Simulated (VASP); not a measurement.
Input of a VASP 6.6.1 run:

The input INCAR:

```
  ALGO = Normal
  EDIFF = 1E-7
  ENCUT = 520
  GGA = PE
  ISIF = 2
  ISMEAR = 0
  LASPH = T
  LCHARG = F
  LREAL = F
  LWAVE = F
  NBANDS = 19
  NELM = 100
  PREC = Accurate
  SIGMA = 0.15
```

KPOINTS

```
k-points
0
Gamma
  12 12 8
```

File POSCAR:

```
TiTe2
1.0
    3.7770008876      0.0000000000      0.0000000000
   -1.8885004438      3.2709787188      0.0000000000
    0.0000000000      0.0000000000      6.4980000000
Ti Te
1 2
Direct
    0.0060174365      0.0120348731     -0.0047441470
    0.6666666667      0.3333333333      0.2628000000
    0.3333333333      0.6666666667      0.7372000000
```

Potentials or basis: VASP PAW PBE potentials, release 64 (Ti_sv, Te).

Command:

```sh
$ cat potpaw_PBE.64/Ti_sv/POTCAR potpaw_PBE.64/Te/POTCAR > POTCAR
$ mpirun -np 1 vasp_std > vasp.out
```

(1) Predict the pressure.

(2) Predict the largest force.

(3) Estimate the band gap on the k mesh.

Results:

(1) 1.0 GPa.

(2) 0.365 eV/Å.

(3) zero (bands 12 and 13 overlap by 0.65 eV).

Caveat: the cell differs from its parent crystal (all Ti atoms moved -0.050 Å, as atom 1 towards its neighbour atom 2 (Te) at 2.770 Å); spin-orbit coupling is left out, which moves the levels of the heavy elements; this functional lacks dispersion, which binds the layers, so the pressure and a relaxed spacing across them are unreliable.
